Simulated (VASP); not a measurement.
# SiNi (Pnma) in VASP: further runs

Aim: see how the results for SiNi move with the level of theory and the settings. Levels: revPBE, PBE, PBE+D3(BJ). Tasks: single point.

Program: VASP 6.6.1. These are calculated values, not measurements. Logs are shortened: lines on timing, memory, paths and dates and some standing lists are left out, and cuts for length are marked.

**1. The cell of the first run**

Symmetry: Pnma, No. 62, orthorhombic system. The conventional cell has a = 5.153 Å, b = 3.415 Å, c = 5.637 Å, α = 90.00°, β = 90.00°, γ = 90.00°. Ni (site symmetry m) has 6 Si at 2.30 to 2.42 Å and 4 Ni at 2.67 to 2.73 Å within 3.0 Å. Within 3.0 Å of Si (site symmetry m) lie 6 Ni at 2.30 to 2.42 Å and 2 Si at 2.69 Å.

**2. Single point, revPBE, collinear spin, ferromagnetic start**

The input, INCAR:

```
  PREC = Accurate
  ENCUT = 520
  EDIFF = 1E-7
  ISMEAR = -1
  SIGMA = 0.05
  LREAL = False
  LASPH = True
  NELM = 150
  ALGO = Normal
  ISIF = 2
  LWAVE = False
  LCHARG = False
  ISPIN = 2
  MAGMOM = 1 1 1 1 0 0 0 0
  LORBIT = 11
  LMAXMIX = 4
  GGA = RE
  NBANDS = 42
```

The input, KPOINTS:

```
Automatic mesh
0
Gamma
  5 8 5
```

The input, POSCAR:

```
SiNi
1.0
    5.1534495827      0.0000000000      0.0000000000
    0.0000000000      3.4151346369      0.0000000000
    0.0000000000      0.0000000000      5.6365816694
Ni Si
4 4
Direct
    0.9916126473      0.7500000000      0.8111802014
    0.5083873527      0.2500000000      0.3111802014
    0.4916126473      0.7500000000      0.6888197986
    0.0083873527      0.2500000000      0.1888197986
    0.6786144938      0.2500000000      0.9147085891
    0.8213855062      0.7500000000      0.4147085891
    0.1786144938      0.2500000000      0.5852914109
    0.3213855062      0.7500000000      0.0852914109
```

Potentials or basis: VASP PAW PBE potentials, release 64 (Ni, Si).

On the command line:

```bash
$ cat potpaw_PBE.64/Ni/POTCAR potpaw_PBE.64/Si/POTCAR > POTCAR
$ mpirun -np 1 vasp_std > vasp.out
```

OUTCAR:

```text
PREC = Accurate
   ENCUT = 520
   EDIFF = 1E-7
   ISMEAR = -1
   LREAL = False
   LASPH = True
   NELM = 150
   ISIF = 2
   ISPIN = 2
   LORBIT = 11
   GGA = RE

 ion  position               nearest neighbor table
   1  0.992  0.750  0.811-   8 2.30   7 2.34   7 2.34   6 2.40   5 2.42   5 2.42   3 2.67   3 2.67
                             4 2.73   4 2.73
   2  0.508  0.250  0.311-   7 2.30   8 2.34   8 2.34   5 2.40   6 2.42   6 2.42   4 2.67   4 2.67
                             3 2.73   3 2.73
   3  0.492  0.750  0.689-   6 2.30   5 2.34   5 2.34   8 2.40   7 2.42   7 2.42   1 2.67   1 2.67
                             2 2.73   2 2.73
   4  0.008  0.250  0.189-   5 2.30   6 2.34   6 2.34   7 2.40   8 2.42   8 2.42   2 2.67   2 2.67
                             1 2.73   1 2.73
   5  0.679  0.250  0.915-   4 2.30   3 2.34   3 2.34   2 2.40   1 2.42   1 2.42   8 2.69   8 2.69

   6  0.821  0.750  0.415-   3 2.30   4 2.34   4 2.34   1 2.40   2 2.42   2 2.42   7 2.69   7 2.69

   7  0.179  0.250  0.585-   2 2.30   1 2.34   1 2.34   4 2.40   3 2.42   3 2.42   6 2.69   6 2.69

   8  0.321  0.750  0.085-   1 2.30   2 2.34   2 2.34   3 2.40   4 2.42   4 2.42   5 2.69   5 2.69

  LATTYP: Found a simple orthorhombic cell.
 ALAT       =     3.4151346369
 B/A-ratio  =     1.5090033427
 C/A-ratio  =     1.6504712899

  Lattice vectors:

 A1 = (   0.0000000000,  -3.4151346369,   0.0000000000)
 A2 = (   5.1534495827,   0.0000000000,   0.0000000000)
 A3 = (   0.0000000000,   0.0000000000,   5.6365816694)

Analysis of symmetry for initial positions (statically):
=====================================================================
 Subroutine PRICEL returns:
 Original cell was already a primitive cell.

 Routine SETGRP: Setting up the symmetry group for a
 simple orthorhombic supercell.

 Subroutine GETGRP returns: Found  8 space group operations
 (whereof  2 operations were pure point group operations)
 out of a pool of  8 trial point group operations.

The static configuration has the point symmetry S_2 .
 The point group associated with its full space group is D_2h.

Analysis of symmetry for dynamics (positions and initial velocities):
=====================================================================
 Subroutine PRICEL returns:
 Original cell was already a primitive cell.

 Routine SETGRP: Setting up the symmetry group for a
 simple orthorhombic supercell.

 Subroutine GETGRP returns: Found  8 space group operations
 (whereof  2 operations were pure point group operations)
 out of a pool of  8 trial point group operations.

The dynamic configuration has the point symmetry S_2 .
[... 172 lines left out ...]
  ---------------------------------------------------
  free energy    TOTEN  =       -44.93521077 eV

  energy without entropy =      -44.92209587  energy(sigma->0) =      -44.92865332

 E-fermi :  10.1667     XC(G=0): -12.0535

 val. band max:       10.1666910868   @ k =   0.0000   0.3750   0.4000
 cond. band min:      10.2027227867   @ k =   0.0000   0.3750   0.2000
 fundamental gap:      0.0360316998
 Fermi energy:        10.1667147064

 spin component 1

 k-point     1 :       0.0000    0.0000    0.0000
  band No.  band energies     occupation
      1      -2.6253      1.00000
      2       0.6951      1.00000
      3       1.9301      1.00000
      4       2.5543      1.00000
      5       3.8422      1.00000
      6       4.3065      1.00000
[... 1021 lines left out ...]
     39      17.4176      0.00000
     40      17.7342      0.00000

 [... further k-points ...]

 spin component 2

 k-point     1 :       0.0000    0.0000    0.0000
  band No.  band energies     occupation
      1      -2.6253      1.00000
      2       0.6951      1.00000
      3       1.9301      1.00000
      4       2.5543      1.00000
      5       3.8422      1.00000
      6       4.3065      1.00000
[... 1021 lines left out ...]
     39      17.4176      0.00000
     40      17.7342      0.00000

 [... further k-points ...]

 [bands above 40 left out]

------------------------ aborting loop because EDIFF is reached ----------------------------------------

  FORCE on cell =-STRESS in cart. coord.  units (eV):
  Direction    XX          YY          ZZ          XY          YZ          ZX
  --------------------------------------------------------------------------------------
  -------------------------------------------------------------------------------------
  Total       -0.0401573     -0.1173412     -0.0280373      0.0000000      0.0000000      0.0000000
  in kB       -0.6485653     -1.8951313     -0.4528199      0.0000000      0.0000000      0.0000000
  external PRESSURE =      -0.9988388 kB  Pullay stress =       0.0000000 kB

 VOLUME and BASIS-vectors are now :
 -----------------------------------------------------------------------------
  energy-cutoff  :      520.00
  volume of cell :       99.20
      direct lattice vectors                 reciprocal lattice vectors
     5.153449583  0.000000000  0.000000000     0.194044782  0.000000000  0.000000000
     0.000000000  3.415134637  0.000000000     0.000000000  0.292814224  0.000000000
     0.000000000  0.000000000  5.636581669     0.000000000  0.000000000  0.177412492

 POSITION                                       TOTAL-FORCE (eV/Angst)
 -----------------------------------------------------------------------------------
      5.11023      2.56135      4.57228        -0.010921     -0.000000     -0.002779
      2.61995      0.85378      1.75399         0.010921      0.000000     -0.002779
      2.53350      2.56135      3.88259        -0.010921      0.000000      0.002779
      0.04322      0.85378      1.06430         0.010921     -0.000000      0.002779
      3.49721      0.85378      5.15583        -0.007390      0.000000     -0.007525
      4.23297      2.56135      2.33754         0.007390      0.000000     -0.007525
      0.92048      0.85378      3.29904        -0.007390      0.000000      0.007525
      1.65624      2.56135      0.48075         0.007390      0.000000      0.007525
 -----------------------------------------------------------------------------------
    total drift:                               -0.000000      0.000000      0.000000

  FREE ENERGIE OF THE ION-ELECTRON SYSTEM (eV)
  ---------------------------------------------------
  free  energy   TOTEN  =       -44.9352107694 eV

  energy  without entropy=      -44.9220958661  energy(sigma->0) =      -44.92865332

 total charge

# of ion       s       p       d       tot
------------------------------------------
    1        0.487   0.616   8.427   9.529
    2        0.487   0.616   8.427   9.529
    3        0.487   0.616   8.427   9.529
    4        0.487   0.616   8.427   9.529
    5        0.762   0.838   0.000   1.600
    6        0.762   0.838   0.000   1.600
    7        0.762   0.838   0.000   1.600
    8        0.762   0.838   0.000   1.600
--------------------------------------------------
tot          4.994   5.815  33.707  44.516

 magnetization (x)

# of ion       s       p       d       tot
------------------------------------------
    1       -0.000   0.000  -0.000  -0.000
    2       -0.000   0.000  -0.000  -0.000
    3       -0.000   0.000  -0.000  -0.000
    4       -0.000   0.000  -0.000  -0.000
    5       -0.000   0.000   0.000   0.000
    6       -0.000   0.000   0.000   0.000
    7       -0.000   0.000   0.000   0.000
    8       -0.000   0.000   0.000   0.000
--------------------------------------------------
tot         -0.000   0.000  -0.000  -0.000
```

Wall time 6.7 min (1 thread of Intel Xeon Platinum 8259CL at 2.50GHz (Skylake/Cascade Lake), shared host); peak memory 0.41 GiB.

What came out:

| Quantity | Value |
| --- | --- |
| Free energy | -44.9352 eV |
| Pressure | -0.1 GPa |
| Largest force | 0.011 eV/Å |
| Band gap on the k mesh | zero (filled and empty bands overlap) |
| Net moment | 0.00 μB per cell |
| Valence electrons inside the program's atomic spheres | Ni 9.53; Si 1.60 |

Forces on the atoms (eV/Å):
```
Ni  -0.011  0.000 -0.003
Ni   0.011  0.000 -0.003
Ni  -0.011  0.000  0.003
Ni   0.011  0.000  0.003
Si  -0.007  0.000 -0.008
Si   0.007  0.000 -0.008
Si  -0.007  0.000  0.008
Si   0.007  0.000  0.008
```

Stress tensor (GPa, compression positive):
```
-0.06  0.00  0.00
 0.00 -0.19  0.00
 0.00  0.00 -0.05
```

Caveat: the PAW data sets were made with another functional, which shifts forces and pressure a little.

**3. Single point, PBE, collinear spin, ferromagnetic start**

This run uses another cell than the first one, of 12.22 Å³/atom.

The input, INCAR:

```
SYSTEM = SiNi
PREC = Accurate
ENCUT = 520
EDIFF = 1E-7
ISMEAR = -1
SIGMA = 0.05
LREAL = .False.
LASPH = .True.
NELM = 150
ALGO = Normal
ISIF = 2
LWAVE = .False.
LCHARG = .False.
ISPIN = 2
MAGMOM = 1 1 1 1 0 0 0 0
LORBIT = 11
LMAXMIX = 4
GGA = PE
NBANDS = 42
```

The input, KPOINTS:

```
regular mesh
0
Gamma
  5 8 5
  0 0 0
```

The input, POSCAR:

```
SiNi
1.0
    5.1276998213      0.0000000000      0.0000000000
    0.0000000000      3.4014303454      0.0000000000
    0.0000000000      0.0000000000      5.6035442783
Ni Si
4 4
Direct
    0.9914342886      0.7500000000      0.8113264178
    0.5085657114      0.2500000000      0.3113264178
    0.4914342886      0.7500000000      0.6886735822
    0.0085657114      0.2500000000      0.1886735822
    0.6789422255      0.2500000000      0.9140540094
    0.8210577745      0.7500000000      0.4140540094
    0.1789422255      0.2500000000      0.5859459906
    0.3210577745      0.7500000000      0.0859459906
```

Potentials or basis: VASP PAW PBE potentials, release 64 (Ni, Si).

On the command line:

```bash
$ cat potpaw_PBE.64/Ni/POTCAR potpaw_PBE.64/Si/POTCAR > POTCAR
$ mpirun -np 1 vasp_std > vasp.out
```

OUTCAR:

```text
SYSTEM = SiNi
   PREC = Accurate
   ENCUT = 520
   EDIFF = 1E-7
   ISMEAR = -1
   LREAL = .False.
   LASPH = .True.
   NELM = 150
   ISIF = 2
   ISPIN = 2
   LORBIT = 11
   GGA = PE

 ion  position               nearest neighbor table
   1  0.991  0.750  0.811-   8 2.29   7 2.33   7 2.33   6 2.39   5 2.41   5 2.41   3 2.65   3 2.65
                             4 2.71   4 2.71
   2  0.509  0.250  0.311-   7 2.29   8 2.33   8 2.33   5 2.39   6 2.41   6 2.41   4 2.65   4 2.65
                             3 2.71   3 2.71
   3  0.491  0.750  0.689-   6 2.29   5 2.33   5 2.33   8 2.39   7 2.41   7 2.41   1 2.65   1 2.65
                             2 2.71   2 2.71
   4  0.009  0.250  0.189-   5 2.29   6 2.33   6 2.33   7 2.39   8 2.41   8 2.41   2 2.65   2 2.65
                             1 2.71   1 2.71
   5  0.679  0.250  0.914-   4 2.29   3 2.33   3 2.33   2 2.39   1 2.41   1 2.41   8 2.68   8 2.68

   6  0.821  0.750  0.414-   3 2.29   4 2.33   4 2.33   1 2.39   2 2.41   2 2.41   7 2.68   7 2.68

   7  0.179  0.250  0.586-   2 2.29   1 2.33   1 2.33   4 2.39   3 2.41   3 2.41   6 2.68   6 2.68

   8  0.321  0.750  0.086-   1 2.29   2 2.33   2 2.33   3 2.39   4 2.41   4 2.41   5 2.68   5 2.68

  LATTYP: Found a simple orthorhombic cell.
 ALAT       =     3.4014303454
 B/A-ratio  =     1.5075128110
 C/A-ratio  =     1.6474082105

  Lattice vectors:

 A1 = (   0.0000000000,  -3.4014303454,   0.0000000000)
 A2 = (   5.1276998213,   0.0000000000,   0.0000000000)
 A3 = (   0.0000000000,   0.0000000000,   5.6035442783)

Analysis of symmetry for initial positions (statically):
=====================================================================
 Subroutine PRICEL returns:
 Original cell was already a primitive cell.

 Routine SETGRP: Setting up the symmetry group for a
 simple orthorhombic supercell.

 Subroutine GETGRP returns: Found  8 space group operations
 (whereof  2 operations were pure point group operations)
 out of a pool of  8 trial point group operations.

The static configuration has the point symmetry S_2 .
 The point group associated with its full space group is D_2h.

Analysis of symmetry for dynamics (positions and initial velocities):
=====================================================================
 Subroutine PRICEL returns:
 Original cell was already a primitive cell.

 Routine SETGRP: Setting up the symmetry group for a
 simple orthorhombic supercell.

 Subroutine GETGRP returns: Found  8 space group operations
 (whereof  2 operations were pure point group operations)
 out of a pool of  8 trial point group operations.

The dynamic configuration has the point symmetry S_2 .
 The point group associated with its full space group is D_2h.

Analysis of structural, dynamic, and magnetic symmetry:
=====================================================================
 Subroutine PRICEL returns:
 Original cell was already a primitive cell.

 Routine SETGRP: Setting up the symmetry group for a
 simple orthorhombic supercell.

 Subroutine GETGRP returns: Found  8 space group operations
 (whereof  2 operations were pure point group operations)
 out of a pool of  8 trial point group operations.

The overall configuration has the point symmetry S_2 .
 The point group associated with its full space group is D_2h.

 Subroutine INISYM returns: Found  8 space group operations
[... 123 lines left out ...]
   EFERMI =   0.00;   METHOD = LEGACY
   ISMEAR =    -1;   SIGMA  =   0.05  broadening in eV -4-tet -1-fermi 0-gaus
   EFERMI_NEDOS =   21; number of points for ismear=-14 and -15
   IALGO  =     38    algorithm
   IMIX   =      4    mixing-type and parameters
     AMIX     =   0.40;   BMIX     =  1.00
     AMIX_MAG =   1.60;   BMIX_MAG =  1.00
  volume/ion in A,a.u.               =      12.22        82.44
  Fermi-wavevector in a.u.,A,eV,Ry     =   1.359738  2.569532 25.155634  1.848887
  Thomas-Fermi vector in A             =   2.486460
   LORBIT       =     11    0 simple, 1 ext, 2 COOP (PROOUT), +10 PAW based schemes
   GGA     = PE    functional components
   LHFCALC =     F    Hartree Fock is set to
   AEXX    =    0.0000 exact exchange contribution
   IVDW    =     0    specifies the selected vdW correction
   LEPSILON=     F    determine dielectric tensor
   LRPA    =     F    only Hartree local field effects (RPA)
 spin polarized calculation
  energy-cutoff  :      520.00
  volume of cell :       97.73
 maximum number of plane-waves:      2662
 NGX is ok and might be reduce to    40
   NGX = 19   NGY = 13   NGZ = 21

 number of electron      55.9999984 magnetization      -0.0001392

 number of electron      55.9999984 magnetization       0.0000004

 Free energy of the ion-electron system (eV)
  ---------------------------------------------------
  ext. energy  EPLUGINS =         0.00000000
  ---------------------------------------------------
  free energy    TOTEN  =       -47.61446692 eV

  energy without entropy =      -47.60185768  energy(sigma->0) =      -47.60816230

 E-fermi :  10.3076     XC(G=0): -12.1694

 val. band max:       10.2330230214   @ k =   0.0000   0.2500   0.2000
 cond. band min:      10.3121681282   @ k =   0.0000   0.3750   0.4000
 fundamental gap:      0.0791451069
 Fermi energy:        10.3075743927

 spin component 1

 k-point     1 :       0.0000    0.0000    0.0000
  band No.  band energies     occupation
      1      -2.6111      1.00000
      2       0.7746      1.00000
      3       1.9721      1.00000
      4       2.6250      1.00000
      5       3.8827      1.00000
      6       4.3640      1.00000
[... 1021 lines left out ...]
     39      17.6243      0.00000
     40      17.9450      0.00000

 [... further k-points ...]

 spin component 2

 k-point     1 :       0.0000    0.0000    0.0000
  band No.  band energies     occupation
      1      -2.6111      1.00000
      2       0.7746      1.00000
      3       1.9721      1.00000
      4       2.6250      1.00000
      5       3.8827      1.00000
      6       4.3640      1.00000
[... 1021 lines left out ...]
     39      17.6243      0.00000
     40      17.9450      0.00000

 [... further k-points ...]

 [bands above 40 left out]

------------------------ aborting loop because EDIFF is reached ----------------------------------------

  FORCE on cell =-STRESS in cart. coord.  units (eV):
  Direction    XX          YY          ZZ          XY          YZ          ZX
  --------------------------------------------------------------------------------------
  -------------------------------------------------------------------------------------
  Total        0.0310724     -0.0118035      0.0283291      0.0000000      0.0000000      0.0000000
  in kB        0.5093755     -0.1934971      0.4644041      0.0000000      0.0000000      0.0000000
  external PRESSURE =       0.2600942 kB  Pullay stress =       0.0000000 kB

 VOLUME and BASIS-vectors are now :
 -----------------------------------------------------------------------------
  energy-cutoff  :      520.00
  volume of cell :       97.73
      direct lattice vectors                 reciprocal lattice vectors
     5.127699821  0.000000000  0.000000000     0.195019216  0.000000000  0.000000000
     0.000000000  3.401430345  0.000000000     0.000000000  0.293993967  0.000000000
     0.000000000  0.000000000  5.603544278     0.000000000  0.000000000  0.178458481

 POSITION                                       TOTAL-FORCE (eV/Angst)
 -----------------------------------------------------------------------------------
      5.08378      2.55107      4.54630        -0.011139      0.000000      0.002290
      2.60777      0.85036      1.74453         0.011139     -0.000000      0.002290
      2.51993      2.55107      3.85901        -0.011139      0.000000     -0.002290
      0.04392      0.85036      1.05724         0.011139      0.000000     -0.002290
      3.48141      0.85036      5.12194         0.000373     -0.000000     -0.001654
      4.21014      2.55107      2.32017        -0.000373      0.000000     -0.001654
      0.91756      0.85036      3.28337         0.000373     -0.000000      0.001654
      1.64629      2.55107      0.48160        -0.000373      0.000000      0.001654
 -----------------------------------------------------------------------------------
    total drift:                                0.000000      0.000000     -0.000000

  FREE ENERGIE OF THE ION-ELECTRON SYSTEM (eV)
  ---------------------------------------------------
  free  energy   TOTEN  =       -47.6144669184 eV

  energy  without entropy=      -47.6018576810  energy(sigma->0) =      -47.60816230

 total charge

# of ion       s       p       d       tot
------------------------------------------
    1        0.495   0.632   8.441   9.569
    2        0.495   0.632   8.441   9.569
    3        0.495   0.632   8.441   9.569
    4        0.495   0.632   8.441   9.569
    5        0.761   0.845   0.000   1.607
    6        0.761   0.845   0.000   1.607
    7        0.761   0.845   0.000   1.607
    8        0.761   0.845   0.000   1.607
--------------------------------------------------
tot          5.025   5.911  33.765  44.701

 magnetization (x)

# of ion       s       p       d       tot
------------------------------------------
    1       -0.000   0.000  -0.000  -0.000
    2       -0.000   0.000  -0.000  -0.000
    3       -0.000   0.000  -0.000  -0.000
    4       -0.000   0.000  -0.000  -0.000
    5       -0.000   0.000   0.000   0.000
    6       -0.000   0.000   0.000   0.000
    7       -0.000   0.000   0.000   0.000
    8       -0.000   0.000   0.000   0.000
--------------------------------------------------
tot         -0.000   0.000  -0.000  -0.000
```

Run time: 11 min. Hardware: 1 thread of Intel Xeon 8259CL, shared host; peak memory 0.41 GiB.

Results:

```
Free energy                                           : -47.6145 eV
Pressure                                              : 0.0 GPa
Largest force                                         : 0.011 eV/Å
Band gap on the k mesh                                : zero (filled and empty bands overlap)
Net moment                                            : 0.00 μB per cell
Valence electrons inside the program's atomic spheres : Ni 9.57; Si 1.61
```

Forces in eV/Å, atoms in the order of the input:
```
Ni  -0.011  0.000  0.002
Ni   0.011  0.000  0.002
Ni  -0.011  0.000 -0.002
Ni   0.011  0.000 -0.002
Si   0.000  0.000 -0.002
Si   0.000  0.000 -0.002
Si   0.000  0.000  0.002
Si   0.000  0.000  0.002
```

[end of part 1 of 2]
